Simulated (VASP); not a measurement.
# Cd2SbO2 (P4mm) in VASP: single point with PBE

Aim: the single point of Cd2SbO2 with PBE.

Program: VASP 6.6.1. These are calculated values, not measurements. Logs are shortened: lines on timing, memory, paths and dates and some standing lists are left out, and cuts for length are marked.

## Step 1: The cell of the first run

The structure is tetragonal, space group P4mm (No. 99). Conventional cell: a = 3.170 Å, b = 3.170 Å, c = 8.957 Å, α = 90.00°, β = 90.00°, γ = 90.00°. Cd (site symmetry 4mm) has 5 O at 2.21 to 2.36 Å within 2.9 Å. Cd (site symmetry 4mm) has 4 O at 2.35 Å and 1 Sb at 3.09 Å and 4 Cd at 3.17 Å within 3.2 Å. Sb (site symmetry 4mm) has 1 O at 2.20 Å within 2.9 Å. O (site symmetry 4mm) has 1 Sb at 2.20 Å and 4 Cd at 2.36 Å within 2.9 Å. Within 2.9 Å of O (site symmetry 4mm) lie 5 Cd at 2.21 to 2.35 Å.

## Step 2: Single point, PBE

Input file INCAR:

```
  PREC = Accurate
  ENCUT = 700
  EDIFF = 1E-6
  ISMEAR = 0
  SIGMA = 0.1
  LREAL = False
  LASPH = True
  NELM = 120
  ALGO = Normal
  ISIF = 2
  LWAVE = False
  LCHARG = True
  GGA = PE
  LELF = True
  LVHAR = True
  NBANDS = 42
  GGA_COMPAT = False
```

Input file KPOINTS:

```
Automatic mesh
0
Gamma
  10 10 4
```

Input file POSCAR:

```
Cd2SbO2
1.0
    3.1703746544      0.0000000000      0.0000000000
    0.0000000000      3.1703746544      0.0000000000
    0.0000000000      0.0000000000      8.9574348206
Cd Sb O
2 1 2
Direct
    0.5000000000      0.5000000000      0.3314887410
    0.0000000000      0.0000000000      0.6584116310
    0.0000000000      0.0000000000      0.0030927506
    0.0000000000      0.0000000000      0.2489382972
    0.5000000000      0.5000000000      0.5780685800
```

Potentials or basis: VASP PAW PBE potentials, release 64 (Cd_sv_GW, Sb_d_GW, O).

Command:

```sh
cat potpaw_PBE.64/Cd_sv_GW/POTCAR potpaw_PBE.64/Sb_d_GW/POTCAR potpaw_PBE.64/O/POTCAR > POTCAR
mpirun -np 1 vasp_std > vasp.out
```

OUTCAR:

```text
PREC = Accurate
   ENCUT = 700
   EDIFF = 1E-6
   ISMEAR = 0
   LREAL = False
   LASPH = True
   NELM = 120
   ISIF = 2
   GGA = PE

 ion  position               nearest neighbor table
   1  0.500  0.500  0.331-   5 2.21
   2  0.000  0.000  0.658-
   3  0.000  0.000  0.003-   4 2.20
   4  0.000  0.000  0.249-   3 2.20
   5  0.500  0.500  0.578-   1 2.21

  LATTYP: Found a simple tetragonal cell.
 ALAT       =     3.1703746544
 C/A-ratio  =     2.8253552962

  Lattice vectors:

 A1 = (   3.1703746544,   0.0000000000,   0.0000000000)
 A2 = (   0.0000000000,   3.1703746544,   0.0000000000)
 A3 = (   0.0000000000,   0.0000000000,   8.9574348206)

Analysis of symmetry for initial positions (statically):
=====================================================================
 Subroutine PRICEL returns:
 Original cell was already a primitive cell.

 Routine SETGRP: Setting up the symmetry group for a
 simple tetragonal supercell.

 Subroutine GETGRP returns: Found  8 space group operations
 (whereof  8 operations were pure point group operations)
 out of a pool of 16 trial point group operations.

The static configuration has the point symmetry C_4v.

Analysis of symmetry for dynamics (positions and initial velocities):
=====================================================================
 Subroutine PRICEL returns:
 Original cell was already a primitive cell.

 Routine SETGRP: Setting up the symmetry group for a
 simple tetragonal supercell.

 Subroutine GETGRP returns: Found  8 space group operations
 (whereof  8 operations were pure point group operations)
 out of a pool of 16 trial point group operations.

The dynamic configuration has the point symmetry C_4v.

 Subroutine INISYM returns: Found  8 space group operations
 (whereof  8 operations are pure point group operations),
 and found     1 'primitive' translations

----------------------------------------------------------------------------------------

                                     Primitive cell

  volume of cell :      90.0336

  direct lattice vectors                    reciprocal lattice vectors
     3.170374654  0.000000000  0.000000000     0.315420135  0.000000000  0.000000000
     0.000000000  3.170374654  0.000000000     0.000000000  0.315420135  0.000000000
     0.000000000  0.000000000  8.957434821     0.000000000  0.000000000  0.111639104

  length of vectors
     3.170374654  3.170374654  8.957434821     0.315420135  0.315420135  0.111639104

  position of ions in fractional coordinates (direct lattice)
     0.500000000  0.500000000  0.331488741
     0.000000000  0.000000000  0.658411631
     0.000000000  0.000000000  0.003092751
     0.000000000  0.000000000  0.248938297
     0.500000000  0.500000000  0.578068580

  ion indices of the primitive-cell ions
   primitive index   ion index
                 1           1
                 2           2
                 3           3
                 4           4
                 5           5

----------------------------------------------------------------------------------------

 KPOINTS: Automatic mesh

Automatic generation of k-mesh.
 Grid dimensions read from file:
 generate k-points for:   10   10    4

 Generating k-lattice:

  Cartesian coordinates                     Fractional coordinates (reciprocal lattice)
     0.031542013  0.000000000  0.000000000     0.100000000  0.000000000  0.000000000
     0.000000000  0.031542013  0.000000000     0.000000000  0.100000000  0.000000000
     0.000000000  0.000000000  0.027909776     0.000000000  0.000000000  0.250000000

  Length of vectors
     0.031542013  0.031542013  0.027909776

  Shift w.r.t. Gamma in fractional coordinates (k-lattice)
     0.000000000  0.000000000  0.000000000

 Subroutine IBZKPT returns following result:
 ===========================================

 Found     63 irreducible k-points:

 Following reciprocal coordinates:
            Coordinates               Weight
  0.000000  0.000000  0.000000      1.000000
  0.100000  0.000000  0.000000      4.000000
  0.200000  0.000000  0.000000      4.000000
  0.300000  0.000000  0.000000      4.000000
  0.400000  0.000000  0.000000      4.000000
  0.500000  0.000000  0.000000      2.000000
[... 16 lines left out ...]
  0.100000  0.000000  0.250000      8.000000
  0.200000  0.000000  0.250000      8.000000
 [... further k-points ...]
   k-points           NKPTS =     63   k-points in BZ     NKDIM =     63   number of bands    NBANDS=     42
   number of dos      NEDOS =    301   number of ions     NIONS =      5
   total plane-waves  NPLWV =  62720
   dimension x,y,z NGX =    28 NGY =   28 NGZ =   80
   dimension x,y,z NGXF=    56 NGYF=   56 NGZF=  160
   ions per type =               2   1   2
   NGX,Y,Z   is equivalent  to a cutoff of  14.68, 14.68, 14.85 a.u.
   NGXF,Y,Z  is equivalent  to a cutoff of  29.36, 29.36, 29.70 a.u.
 SYSTEM =  unknown system
   PREC   = accura    normal or accurate (medium, high low for compatibility)
   ISTART =      0    job   : 0-new  1-cont  2-samecut
   ICHARG =      2    charge: 1-file 2-atom 10-const
   ISPIN  =      1    spin polarized calculation?
   LNONCOLLINEAR =      F non collinear calculations
   LSORBIT =      F    spin-orbit coupling
   LASPH  =      T    aspherical Exc in radial PAW
   ENCUT  =  700.0 eV  51.45 Ry    7.17 a.u.   6.84  6.84 19.32*2*pi/ulx,y,z
   NELM   =    120;   NELMIN=  2; NELMDL= -5     # of ELM steps
   EDIFF  = 0.1E-05   stopping-criterion for ELM
   LREAL  =      F    real-space projection
   EDIFFG = 0.1E-04   stopping-criterion for IOM
   NSW    =      0    number of steps for IOM
   IBRION =     -1    ionic relax: 0-MD 1-quasi-New 2-CG
   NFREE  =      0    steps in history (QN), initial steepest desc. (CG)
   ISIF   =      2    stress and relaxation
   ISYM   =      2    0-nonsym 1-usesym 2-fastsym
   POTIM  = 0.5000    time-step for ionic-motion
   TEBEG  =    0.0;   TEEND  =   0.0 temperature during run
   PSTRESS=    0.0 pullay stress
   NELECT =      67.0000    total number of electrons
   NUPDOWN=      -1.0000    fix difference up-down
   EMIN   =  10.00;   EMAX   =-10.00  energy-range for DOS
   EFERMI =   0.00;   METHOD = LEGACY
   ISMEAR =     0;   SIGMA  =   0.10  broadening in eV -4-tet -1-fermi 0-gaus
   EFERMI_NEDOS =   21; number of points for ismear=-14 and -15
   IALGO  =     38    algorithm
   IMIX   =      4    mixing-type and parameters
     AMIX     =   0.40;   BMIX     =  1.00
     AMIX_MAG =   1.60;   BMIX_MAG =  1.00
  volume/ion in A,a.u.               =      18.01       121.52
  Fermi-wavevector in a.u.,A,eV,Ry     =   1.483536  2.803477 29.944787  2.200880
  Thomas-Fermi vector in A             =   2.597186
   LORBIT       =      0    0 simple, 1 ext, 2 COOP (PROOUT), +10 PAW based schemes
   GGA     = PE    functional components
   LHFCALC =     F    Hartree Fock is set to
   AEXX    =    0.0000 exact exchange contribution
   IVDW    =     0    specifies the selected vdW correction
   LEPSILON=     F    determine dielectric tensor
   LRPA    =     F    only Hartree local field effects (RPA)
 non-spin polarized calculation
 Gauss-broadening in eV      SIGMA  =   0.10
  energy-cutoff  :      700.00
  volume of cell :       90.03
 maximum number of plane-waves:      3816
 NGX is ok and might be reduce to    28
   NGX = 13   NGY = 13   NGZ = 39

 number of electron      66.9999987 magnetization

 Free energy of the ion-electron system (eV)
  ---------------------------------------------------
  ext. energy  EPLUGINS =         0.00000000
  ---------------------------------------------------
  free energy    TOTEN  =       -19.13038500 eV

  energy without entropy =      -19.11972886  energy(sigma->0) =      -19.12505693

 E-fermi :   5.2592     XC(G=0): -10.6510

 val. band max:        5.2589979902   @ k =   0.3000   0.2000   0.0000
 cond. band min:       5.3311949702   @ k =   0.4000   0.1000   0.2500
 fundamental gap:      0.0721969800
 Fermi energy:         5.2592098174

 k-point     1 :       0.0000    0.0000    0.0000
  band No.  band energies     occupation
      1     -97.0301      2.00000
      2     -97.0222      2.00000
      3     -58.1766      2.00000
      4     -58.1031      2.00000
      5     -58.1031      2.00000
      6     -58.1020      2.00000
[... 34 lines left out ...]
     41      14.4275      0.00000
     42      16.6503      0.00000

 k-point     2 :       0.1000    0.0000    0.0000
  band No.  band energies     occupation
      1     -97.0300      2.00000
      2     -97.0221      2.00000
      3     -58.1765      2.00000
      4     -58.1046      2.00000
      5     -58.1029      2.00000
      6     -58.1019      2.00000
[... 34 lines left out ...]
     41      14.8792      0.00000
     42      15.6102      0.00000

 k-point     3 :       0.2000    0.0000    0.0000
  band No.  band energies     occupation
      1     -97.0298      2.00000
      2     -97.0220      2.00000
      3     -58.1762      2.00000
      4     -58.1087      2.00000
      5     -58.1026      2.00000
      6     -58.1016      2.00000
[... 34 lines left out ...]
     41      14.0504      0.00000
     42      14.6131      0.00000

 k-point     4 :       0.3000    0.0000    0.0000
  band No.  band energies     occupation
      1     -97.0296      2.00000
      2     -97.0217      2.00000
      3     -58.1758      2.00000
      4     -58.1137      2.00000
      5     -58.1022      2.00000
      6     -58.1013      2.00000
[... 844 lines left out ...]
     41      14.5842      0.00000
     42      16.8649      0.00000

 k-point    23 :       0.1000    0.0000    0.2500
  band No.  band energies     occupation
      1     -97.0300      2.00000
      2     -97.0221      2.00000
      3     -58.1765      2.00000
      4     -58.1046      2.00000
      5     -58.1029      2.00000
      6     -58.1019      2.00000
[... 34 lines left out ...]
     41      14.8481      0.00000
     42      15.7671      0.00000

 k-point    24 :       0.2000    0.0000    0.2500
  band No.  band energies     occupation
      1     -97.0298      2.00000
      2     -97.0220      2.00000
      3     -58.1762      2.00000
      4     -58.1087      2.00000
      5     -58.1026      2.00000
      6     -58.1016      2.00000
[... 34 lines left out ...]
     41      14.0623      0.00000
     42      14.4536      0.00000

 [... further k-points ...]

------------------------ aborting loop because EDIFF is reached ----------------------------------------

  FORCE on cell =-STRESS in cart. coord.  units (eV):
  Direction    XX          YY          ZZ          XY          YZ          ZX
  --------------------------------------------------------------------------------------
  -------------------------------------------------------------------------------------
  Total       -0.0648123     -0.0648123     -0.0146893      0.0000000      0.0000000      0.0000000
  in kB       -1.1533560     -1.1533560     -0.2614006      0.0000000      0.0000000      0.0000000
  external PRESSURE =      -0.8560375 kB  Pullay stress =       0.0000000 kB

 VOLUME and BASIS-vectors are now :
 -----------------------------------------------------------------------------
  energy-cutoff  :      700.00
  volume of cell :       90.03
      direct lattice vectors                 reciprocal lattice vectors
     3.170374654  0.000000000  0.000000000     0.315420135  0.000000000  0.000000000
     0.000000000  3.170374654  0.000000000     0.000000000  0.315420135  0.000000000
     0.000000000  0.000000000  8.957434821     0.000000000  0.000000000  0.111639104

 POSITION                                       TOTAL-FORCE (eV/Angst)
 -----------------------------------------------------------------------------------
      1.58519      1.58519      2.96929        -0.000000      0.000000     -0.009761
      0.00000      0.00000      5.89768        -0.000000     -0.000000      0.006619
      0.00000      0.00000      0.02770        -0.000000     -0.000000     -0.018043
      0.00000      0.00000      2.22985         0.000000     -0.000000      0.012918
      1.58519      1.58519      5.17801        -0.000000     -0.000000      0.008268
 -----------------------------------------------------------------------------------
    total drift:                                0.000000      0.000000      0.004867

  FREE ENERGIE OF THE ION-ELECTRON SYSTEM (eV)
  ---------------------------------------------------
  free  energy   TOTEN  =       -19.1303850035 eV

  energy  without entropy=      -19.1197288589  energy(sigma->0) =      -19.12505693
```

Wall time 8.6 min (1 thread of Intel Xeon Platinum 8275CL at 3.00GHz (Skylake/Cascade Lake), shared host); peak memory 0.55 GiB.

What came out:

```
Free energy            : -19.1304 eV
Pressure               : -0.1 GPa
Largest force          : 0.018 eV/Å
Band gap on the k mesh : zero (an odd number of electrons rules out a gap without spin polarisation)
```

Forces on the atoms (eV/Å):
```
Cd   0.000  0.000 -0.010
Cd   0.000  0.000  0.007
Sb   0.000  0.000 -0.018
O    0.000  0.000  0.013
O    0.000  0.000  0.008
```

Levels at points of the mesh, in eV from the Fermi level:
```tsv
k point	band 31	band 32	band 33	band 34	band 35	band 36	band 37	band 38
(0.00, 0.00, 0.00)	-2.53	-2.53	-1.31	-0.95	2.55	3.78	3.78	4.35
(0.50, 0.00, 0.00)	-2.96	-2.26	-1.59	-0.07	2.28	3.73	4.07	5.35
(0.50, 0.50, 0.00)	-3.20	-2.60	-2.33	-2.33	1.69	1.98	3.50	4.43
(0.00, 0.00, 0.50)	-2.99	-2.54	-2.54	0.66	1.46	3.78	3.78	5.45
(0.50, 0.00, 0.50)	-3.29	-2.26	-1.59	0.43	2.58	3.31	4.32	4.98
(0.50, 0.50, 0.50)	-3.22	-2.60	-2.26	-2.26	1.61	1.76	4.12	4.32
```

Caveat: spin-orbit coupling is left out, which moves the levels of the heavy elements; an odd number of electrons without spin polarisation forces a metal; a magnetic or distorted state may lie lower.

The gap in the log of VASP goes by the Fermi energy; the results here count the filled bands.